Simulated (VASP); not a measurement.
# Ti24O49 (a cell with a defect) in VASP: single point with PBEsol

Aim: the single point of Ti24O49 (a cell with a defect) with PBEsol.

All numbers are computed with VASP 6.6.1; they aren't measurements. Logs are shortened: lines on timing, memory, paths and dates and some standing lists are left out, and cuts for length are marked.

## Step 1: The cell of the first run

The cell holds a defect, 73 atoms: a = 9.183 Å, b = 9.183 Å, c = 8.817 Å, α = 90.00°, β = 90.00°, γ = 90.00°.

## Step 2: Single point, PBEsol

Contents of INCAR:

```
SYSTEM = Ti24O49
ALGO = Normal
EDIFF = 1E-6
ENCUT = 520
GGA = PS
GGA_COMPAT = .FALSE.
ISIF = 2
ISMEAR = -1
ISYM = 0
LASPH = .TRUE.
LCHARG = .FALSE.
LREAL = Auto
LWAVE = .FALSE.
NBANDS = 333
NELM = 120
PREC = Accurate
SIGMA = 0.05
```

Contents of KPOINTS:

```
Automatic mesh
0
Gamma
  1 1 1
  0.25 0.25 0.25
```

Contents of POSCAR:

```
Ti24O49
1.0
    9.1828280000      0.0000000000      0.0000000000
    0.0000000000      9.1828280000      0.0000000000
    0.0000000000      0.0000000000      8.8166120000
Ti O
24 49
Direct
    0.9961220000      0.9966410000      0.0003920000
    0.9978660000      0.0016990000      0.3312400000
    0.9979960000      0.9981460000      0.6656980000
    0.9903910000      0.5013390000      0.0057870000
    0.0025870000      0.5063910000      0.3329190000
    0.0108950000      0.4836580000      0.6799340000
    0.4977350000      0.9963410000      0.9984190000
    0.4932530000      0.0067170000      0.3315750000
    0.5049740000      0.9960680000      0.6650480000
    0.4970430000      0.4973950000      0.9944320000
    0.4935170000      0.5048410000      0.3292090000
    0.5024720000      0.4977980000      0.6630540000
    0.2452530000      0.2512510000      0.1655370000
    0.2497190000      0.2503710000      0.5000130000
    0.2534690000      0.2406170000      0.8332540000
    0.2481040000      0.7498870000      0.1636750000
    0.2523340000      0.7529390000      0.5001440000
    0.2463270000      0.7468500000      0.8316760000
    0.7433200000      0.2514890000      0.1651460000
    0.7528190000      0.2527850000      0.4950510000
    0.7480520000      0.2435600000      0.8315900000
    0.7387320000      0.7521820000      0.1640360000
    0.7467120000      0.7541550000      0.4965010000
    0.7520600000      0.7465560000      0.8307850000
    0.1504440000      0.1505860000      0.9995420000
    0.1488320000      0.1509800000      0.3324520000
    0.1491250000      0.1526350000      0.6663400000
    0.1492070000      0.6530150000      0.9995160000
    0.1553030000      0.6503540000      0.3304210000
    0.1608850000      0.6453110000      0.6694750000
    0.6494650000      0.1505030000      0.9963990000
    0.6484700000      0.1518020000      0.3340740000
    0.6515870000      0.1506940000      0.6642440000
    0.6497510000      0.6510370000      0.9986620000
    0.6315890000      0.6641370000      0.3227000000
    0.6515620000      0.6514640000      0.6653810000
    0.3467920000      0.3445220000      0.0000550000
    0.3433940000      0.3474000000      0.3326960000
    0.3448540000      0.3470240000      0.6654420000
    0.3474680000      0.8471420000      0.9998700000
    0.3475190000      0.8471540000      0.3327250000
    0.3470200000      0.8479480000      0.6656180000
    0.8455310000      0.3467780000      0.9994110000
    0.8520660000      0.3330990000      0.3251510000
    0.8501140000      0.3443790000      0.6675560000
    0.8455750000      0.8461360000      0.9965390000
    0.8451350000      0.8436010000      0.3323880000
    0.8384380000      0.8559260000      0.6700060000
    0.0939530000      0.4036830000      0.1691170000
    0.0915820000      0.4005560000      0.4983640000
    0.1008770000      0.4014700000      0.8413360000
    0.0964190000      0.9005720000      0.1666320000
    0.0956470000      0.8992640000      0.5006830000
    0.0958610000      0.8993840000      0.8306730000
    0.5969090000      0.4018920000      0.1676220000
    0.5962930000      0.4013130000      0.4962260000
    0.5968580000      0.3998880000      0.8309140000
    0.5975500000      0.9078580000      0.1640550000
    0.5956600000      0.9020380000      0.4977600000
    0.5935270000      0.8997580000      0.8331250000
    0.3982780000      0.0976880000      0.1658990000
    0.3993190000      0.0973920000      0.5000060000
    0.4014950000      0.0971400000      0.8307080000
    0.3967670000      0.5936820000      0.1612920000
    0.4006990000      0.5963120000      0.5003620000
    0.4031030000      0.5962160000      0.8331010000
    0.8984120000      0.0910650000      0.1643250000
    0.9001660000      0.0952580000      0.4987930000
    0.9020540000      0.0977320000      0.8341470000
    0.8990850000      0.5993490000      0.1658440000
    0.9426840000      0.6391940000      0.5284990000
    0.9016530000      0.5941190000      0.8322800000
    0.8302850000      0.5555580000      0.4567910000
```

Potentials or basis: VASP PAW PBE potentials, release 64 (Ti_sv, O).

Started as:

```sh
$ cat potpaw_PBE.64/Ti_sv/POTCAR potpaw_PBE.64/O/POTCAR > POTCAR
$ mpirun -np 1 vasp_std > vasp.out
```

OUTCAR:

```text
SYSTEM = Ti24O49
   EDIFF = 1E-6
   ENCUT = 520
   GGA = PS
   ISIF = 2
   ISMEAR = -1
   ISYM = 0
   LASPH = .TRUE.
   LREAL = Auto
   NELM = 120
   PREC = Accurate

 ion  position               nearest neighbor table
   1  0.996  0.997  0.000-  67 1.91  69 1.94  52 1.94  46 1.96  54 1.97  25 2.00   2 2.92
   2  0.998  0.002  0.331-  67 1.92  68 1.93  52 1.95  26 1.95  53 1.98  47 2.02   1 2.92
   3  0.998  0.998  0.666-  53 1.94  54 1.94  68 1.94  69 1.95  48 1.96  27 1.98
   4  0.990  0.501  0.006-  70 1.87  72 1.93  49 1.94  43 1.95  51 1.99  28 2.02   6 2.88   5 2.89

   5  0.003  0.506  0.333-  49 1.92  29 1.93  50 1.93  70 1.95  73 1.97  44 2.11  71 2.18   4 2.89

   6  0.011  0.484  0.680-  51 1.81  50 1.92  45 1.96  72 1.96  30 2.03  71 2.05   4 2.88
   7  0.498  0.996  0.998-  58 1.91  60 1.92  40 1.94  63 1.96  61 1.97  31 1.99
   8  0.493  0.007  0.332-  61 1.90  62 1.91  32 1.95  58 1.98  41 1.98  59 1.99
   9  0.505  0.996  0.665-  59 1.90  60 1.91  33 1.96  63 1.97  62 1.98  42 1.99
  10  0.497  0.497  0.994-  66 1.89  57 1.93  64 1.95  37 1.97  55 1.99  34 1.99
  11  0.494  0.505  0.329-  64 1.91  65 1.93  35 1.94  55 1.96  56 1.99  38 2.00
  12  0.502  0.498  0.663-  56 1.92  65 1.94  57 1.94  36 1.97  66 1.97  39 2.00
  13  0.245  0.251  0.166-  37 1.93  25 1.94  38 1.94  26 1.95  49 1.97  61 1.99
  14  0.250  0.250  0.500-  39 1.92  38 1.93  27 1.95  62 1.96  26 1.97  50 2.00
  15  0.253  0.241  0.833-  63 1.89  25 1.93  27 1.93  37 1.95  39 1.96  51 2.04
  16  0.248  0.750  0.164-  28 1.93  40 1.93  29 1.93  41 1.96  52 1.96  64 1.98
  17  0.252  0.753  0.500-  42 1.91  41 1.92  53 1.97  30 1.98  29 1.98  65 1.98
  18  0.246  0.747  0.832-  30 1.88  28 1.93  42 1.96  54 1.97  40 1.98  66 2.00
  19  0.743  0.251  0.165-  44 1.88  55 1.93  43 1.94  32 1.95  31 1.95  67 2.05  20 2.91
  20  0.753  0.253  0.495-  44 1.90  32 1.95  45 1.95  68 1.98  56 1.98  33 1.99  19 2.91
  21  0.748  0.244  0.832-  31 1.91  33 1.92  69 1.95  45 1.96  43 1.97  57 2.00
  22  0.739  0.752  0.164-  35 1.89  34 1.91  58 1.93  47 1.97  46 1.97  70 2.03
  23  0.747  0.754  0.497-  47 1.89  59 1.94  36 1.97  48 1.98  73 2.01  35 2.04  71 2.11
  24  0.752  0.747  0.831-  48 1.91  46 1.93  36 1.93  34 1.96  72 1.96  60 2.02
  25  0.150  0.151  1.000-  15 1.93  13 1.94   1 2.00
  26  0.149  0.151  0.332-  13 1.95   2 1.95  14 1.97
[... 42 lines left out ...]
  69  0.902  0.098  0.834-   1 1.94  21 1.95   3 1.95
  70  0.899  0.599  0.166-   4 1.87   5 1.95  22 2.03
  71  0.943  0.639  0.528-  73 1.43   6 2.05  23 2.11   5 2.18
  72  0.902  0.594  0.832-   4 1.93   6 1.96  24 1.96
  73  0.830  0.556  0.457-  71 1.43   5 1.97  23 2.01

IMPORTANT INFORMATION: All symmetrisations will be switched off!
NOSYMM: (Re-)initialisation of all symmetry stuff for point group C_1.

----------------------------------------------------------------------------------------

                                     Primitive cell

  volume of cell :     743.4549

  direct lattice vectors                    reciprocal lattice vectors
     9.182828000  0.000000000  0.000000000     0.108898914  0.000000000  0.000000000
     0.000000000  9.182828000  0.000000000     0.000000000  0.108898914  0.000000000
     0.000000000  0.000000000  8.816612000     0.000000000  0.000000000  0.113422253

  length of vectors
     9.182828000  9.182828000  8.816612000     0.108898914  0.108898914  0.113422253

  position of ions in fractional coordinates (direct lattice)
     0.996122000  0.996641000  0.000392000
     0.997866000  0.001699000  0.331240000
     0.997996000  0.998146000  0.665698000
     0.990391000  0.501339000  0.005787000
     0.002587000  0.506391000  0.332919000
     0.010895000  0.483658000  0.679934000
[... 65 lines left out ...]
     0.901653000  0.594119000  0.832280000
     0.830285000  0.555558000  0.456791000

  ion indices of the primitive-cell ions
   primitive index   ion index
                 1           1
                 2           2
                 3           3
                 4           4
                 5           5
                 6           6
[... 65 lines left out ...]
                72          72
                73          73

----------------------------------------------------------------------------------------

 KPOINTS: Automatic mesh

Automatic generation of k-mesh.
 Grid dimensions read from file:
 generate k-points for:    1    1    1

 Generating k-lattice:

  Cartesian coordinates                     Fractional coordinates (reciprocal lattice)
     0.108898914  0.000000000  0.000000000     1.000000000  0.000000000  0.000000000
     0.000000000  0.108898914  0.000000000     0.000000000  1.000000000  0.000000000
     0.000000000  0.000000000  0.113422253     0.000000000  0.000000000  1.000000000

  Length of vectors
     0.108898914  0.108898914  0.113422253

  Shift w.r.t. Gamma in fractional coordinates (k-lattice)
     0.250000000  0.250000000  0.250000000

 Subroutine IBZKPT returns following result:
 ===========================================

 Found      4 irreducible k-points:

 Following reciprocal coordinates:
            Coordinates               Weight
  0.250000  0.250000  0.250000      2.000000
 -0.250000  0.250000  0.250000      2.000000
 -0.250000 -0.250000  0.250000      2.000000
  0.250000 -0.250000  0.250000      2.000000
   k-points           NKPTS =      4   k-points in BZ     NKDIM =      4   number of bands    NBANDS=    333
   number of dos      NEDOS =    301   number of ions     NIONS =     73
   total plane-waves  NPLWV = 343000
   dimension x,y,z NGX =    70 NGY =   70 NGZ =   70
   dimension x,y,z NGXF=   140 NGYF=  140 NGZF=  140
   ions per type =              24  49
   NGX,Y,Z   is equivalent  to a cutoff of  12.67, 12.67, 13.20 a.u.
   NGXF,Y,Z  is equivalent  to a cutoff of  25.35, 25.35, 26.40 a.u.
 SYSTEM =  Ti24O49
   PREC   = accura    normal or accurate (medium, high low for compatibility)
   ISTART =      0    job   : 0-new  1-cont  2-samecut
   ICHARG =      2    charge: 1-file 2-atom 10-const
   ISPIN  =      1    spin polarized calculation?
   LNONCOLLINEAR =      F non collinear calculations
   LSORBIT =      F    spin-orbit coupling
   LASPH  =      T    aspherical Exc in radial PAW
   ENCUT  =  520.0 eV  38.22 Ry    6.18 a.u.  17.07 17.07 16.39*2*pi/ulx,y,z
   NELM   =    120;   NELMIN=  2; NELMDL= -5     # of ELM steps
   EDIFF  = 0.1E-05   stopping-criterion for ELM
   LREAL  =      T    real-space projection
   EDIFFG = 0.1E-04   stopping-criterion for IOM
   NSW    =      0    number of steps for IOM
   IBRION =     -1    ionic relax: 0-MD 1-quasi-New 2-CG
   NFREE  =      0    steps in history (QN), initial steepest desc. (CG)
   ISIF   =      2    stress and relaxation
   ISYM   =      0    0-nonsym 1-usesym 2-fastsym
   POTIM  = 0.5000    time-step for ionic-motion
   TEBEG  =    0.0;   TEEND  =   0.0 temperature during run
   PSTRESS=    0.0 pullay stress
   NELECT =     582.0000    total number of electrons
   NUPDOWN=      -1.0000    fix difference up-down
   EMIN   =  10.00;   EMAX   =-10.00  energy-range for DOS
   EFERMI =   0.00;   METHOD = LEGACY
   ISMEAR =    -1;   SIGMA  =   0.05  broadening in eV -4-tet -1-fermi 0-gaus
   EFERMI_NEDOS =   21; number of points for ismear=-14 and -15
   IALGO  =     38    algorithm
   IMIX   =      4    mixing-type and parameters
     AMIX     =   0.40;   BMIX     =  1.00
     AMIX_MAG =   1.60;   BMIX_MAG =  1.00
  volume/ion in A,a.u.               =      10.18        68.73
  Fermi-wavevector in a.u.,A,eV,Ry     =   1.508797  2.851214 30.973252  2.276470
  Thomas-Fermi vector in A             =   2.619204
   LORBIT       =      0    0 simple, 1 ext, 2 COOP (PROOUT), +10 PAW based schemes
   GGA     = PS    functional components
   LHFCALC =     F    Hartree Fock is set to
   AEXX    =    0.0000 exact exchange contribution
   IVDW    =     0    specifies the selected vdW correction
   LEPSILON=     F    determine dielectric tensor
   LRPA    =     F    only Hartree local field effects (RPA)
 non-spin polarized calculation
  energy-cutoff  :      520.00
  volume of cell :      743.45
 maximum number of plane-waves:     20027
 NGX is ok and might be reduce to    70
   NGX = 35   NGY = 35   NGZ = 33

 number of electron     582.0000033 magnetization

 Free energy of the ion-electron system (eV)
  ---------------------------------------------------
  ext. energy  EPLUGINS =         0.00000000
  ---------------------------------------------------
  free energy    TOTEN  =      -676.57031627 eV

  energy without entropy =     -676.57031627  energy(sigma->0) =     -676.57031627

 E-fermi :   5.8108     XC(G=0): -11.8052

 val. band max:        4.7342187813   @ k =   0.2500   0.2500   0.2500
 cond. band min:       6.9040631524   @ k =   0.2500  -0.2500   0.2500
 fundamental gap:      2.1698443710
 Fermi energy:         5.8108272949

 k-point     1 :       0.2500    0.2500    0.2500
  band No.  band energies     occupation
      1     -51.7142      2.00000
      2     -51.7089      2.00000
      3     -51.7065      2.00000
      4     -51.7030      2.00000
      5     -51.6918      2.00000
      6     -51.6915      2.00000
[... 1213 lines left out ...]
    302       7.3145      0.00000
    303       7.3365      0.00000
 [bands above 303 left out]

------------------------ aborting loop because EDIFF is reached ----------------------------------------

  FORCE on cell =-STRESS in cart. coord.  units (eV):
  Direction    XX          YY          ZZ          XY          YZ          ZX
  --------------------------------------------------------------------------------------
  -------------------------------------------------------------------------------------
  Total        9.8807065      9.3798441     14.6597486     -1.7857006      0.2529489      2.7165407
  in kB       21.2933480     20.2139681     31.5923895     -3.8482617      0.5451158      5.8542622
  external PRESSURE =      24.3665685 kB  Pullay stress =       0.0000000 kB

 VOLUME and BASIS-vectors are now :
 -----------------------------------------------------------------------------
  energy-cutoff  :      520.00
  volume of cell :      743.45
      direct lattice vectors                 reciprocal lattice vectors
     9.182828000  0.000000000  0.000000000     0.108898914  0.000000000  0.000000000
     0.000000000  9.182828000  0.000000000     0.000000000  0.108898914  0.000000000
     0.000000000  0.000000000  8.816612000     0.000000000  0.000000000  0.113422253

 POSITION                                       TOTAL-FORCE (eV/Angst)
 -----------------------------------------------------------------------------------
      9.14722      9.15198      0.00346         0.002069     -0.010114     -0.012129
      9.16323      0.01560      2.92041         0.011550     -0.021274      0.019558
      9.16443      9.16580      5.86920         0.023565     -0.001784     -0.002062
      9.09459      4.60371      0.05102         0.031827     -0.020015     -0.010155
      0.02376      4.65010      2.93522         0.007119      0.009161      0.021320
      0.10005      4.44135      5.99471        -0.040695      0.019570     -0.051817
[... 65 lines left out ...]
      8.27972      5.45569      7.33789        -0.007693      0.019875     -0.005046
      7.62436      5.10159      4.02735        -0.240050     -0.189106     -0.117550
 -----------------------------------------------------------------------------------
    total drift:                                0.006026     -0.027328      0.018751

  FREE ENERGIE OF THE ION-ELECTRON SYSTEM (eV)
  ---------------------------------------------------
  free  energy   TOTEN  =      -676.5703162677 eV

  energy  without entropy=     -676.5703162655  energy(sigma->0) =     -676.57031627
```

Wall time 75 min (1 thread of Intel Xeon Platinum 8375C at 2.90GHz (Ice Lake), shared host); peak memory 1.1 GiB.

What came out:

| Item | Value |
| --- | --- |
| Free energy | -676.5703 eV |
| Pressure | 2.4 GPa |
| Largest force | 0.336 eV/Å |
| Band gap on the k mesh | 2.17 eV |

Forces on the atoms (eV/Å):
```
Ti   0.002 -0.010 -0.012
Ti   0.012 -0.021  0.020
Ti   0.024 -0.002 -0.002
Ti   0.032 -0.020 -0.010
Ti   0.007  0.009  0.021
Ti  -0.041  0.020 -0.052
Ti  -0.028  0.028 -0.009
Ti   0.027 -0.033  0.020
Ti  -0.023  0.026  0.000
Ti   0.003  0.004  0.019
Ti   0.020 -0.059  0.026
Ti  -0.017 -0.002  0.001
Ti  -0.026  0.002 -0.007
Ti  -0.018 -0.002 -0.007
Ti  -0.001  0.033 -0.005
Ti  -0.009  0.004  0.030
Ti  -0.023 -0.015  0.021
Ti   0.005 -0.019  0.024
Ti   0.033 -0.019  0.012
Ti   0.010  0.012  0.008
Ti  -0.012  0.022  0.007
Ti   0.060  0.005 -0.010
Ti  -0.029  0.041 -0.007
Ti  -0.011 -0.016 -0.028
O   -0.031 -0.009  0.015
O   -0.003 -0.021  0.008
O   -0.032 -0.019  0.003
O   -0.021 -0.024 -0.011
O   -0.013 -0.030 -0.004
O   -0.016 -0.021 -0.025
O   -0.028 -0.026  0.004
O   -0.034 -0.019  0.007
O   -0.014 -0.021 -0.013
O   -0.033 -0.029  0.011
O   -0.027  0.016  0.008
O   -0.022 -0.034  0.008
O    0.027  0.012  0.004
O    0.018  0.039  0.001
O    0.019  0.031  0.012
O    0.026  0.026 -0.014
O    0.028  0.018 -0.015
O    0.019  0.029 -0.004
O    0.011  0.009 -0.016
O    0.055  0.003 -0.016
O    0.024  0.026 -0.008
O    0.017  0.021  0.006
O    0.035  0.007 -0.002
O   -0.005  0.028  0.012
O    0.020 -0.019 -0.030
O    0.026 -0.019 -0.007
O    0.040 -0.042  0.064
O    0.015 -0.010 -0.009
O    0.004 -0.002 -0.013
O    0.008  0.002  0.004
O   -0.008  0.005 -0.006
O    0.012 -0.003 -0.017
O    0.011 -0.021 -0.007
O    0.000 -0.011  0.023
O    0.000 -0.011 -0.022
O    0.037 -0.023  0.005
O   -0.013  0.024 -0.024
O   -0.006  0.004  0.012
O    0.005 -0.026  0.004
O   -0.015  0.014 -0.017
O   -0.019  0.018 -0.004
O   -0.014  0.025 -0.017
O   -0.044  0.038 -0.002
O   -0.013  0.019 -0.001
O   -0.001  0.008 -0.004
O   -0.050  0.035  0.022
O    0.254  0.169  0.140
O   -0.008  0.020 -0.005
O   -0.240 -0.189 -0.118
```

Stress tensor (GPa, compression positive):
```
 2.13 -0.38  0.59
-0.38  2.02  0.05
 0.59  0.05  3.16
```

Caveat: the PAW data sets were made with another functional, which shifts forces and pressure a little.
